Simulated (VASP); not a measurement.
Here is a VASP 6.6.1 calculation.

Contents of INCAR:

```
SYSTEM = Au
PREC     = Accurate       ! precision mode
ENCUT    = 520            ! plane-wave cutoff, eV
EDIFF    = 1E-7           ! SCF threshold, eV
ISMEAR   = -1             ! smearing method
SIGMA    = 0.05           ! smearing width, eV
LREAL    = .False.        ! projectors in reciprocal space
LASPH    = .True.         ! aspherical terms in the spheres
NELM     = 60             ! most SCF steps
ALGO     = Fast           ! electronic algorithm
ISIF     = 2              ! what is computed and relaxed
LWAVE    = .False.        ! write WAVECAR
LCHARG   = .False.        ! write CHGCAR
GGA      = PE             ! functional
NBANDS   = 12             ! bands
```

Contents of KPOINTS:

```
regular mesh
0
Gamma
  10 10 10
  0 0 0
```

The input POSCAR:

```
Au
1.0
    2.8073190000     -0.0433470000     -0.0008520000
   -0.0433470000      2.6634960000     -0.0240980000
   -0.0008520000     -0.0240980000      2.7774360000
Au
1
Direct
    0.4894220000      0.4834150000      0.4898520000
```

Potentials or basis: VASP PAW PBE potentials, release 64 (Au).

Command:

```bash
$ cat potpaw_PBE.64/Au/POTCAR > POTCAR
$ mpirun -np 1 vasp_std > vasp.out
```

Q: Estimate the pressure.

A: 0.7 GPa.

Stress tensor (GPa, compression positive):
```
-3.89 -0.62 -0.06
-0.62  8.38 -0.35
-0.06 -0.35 -2.24
```

Caveat: the cell differs from its parent crystal (the cell strained at random).
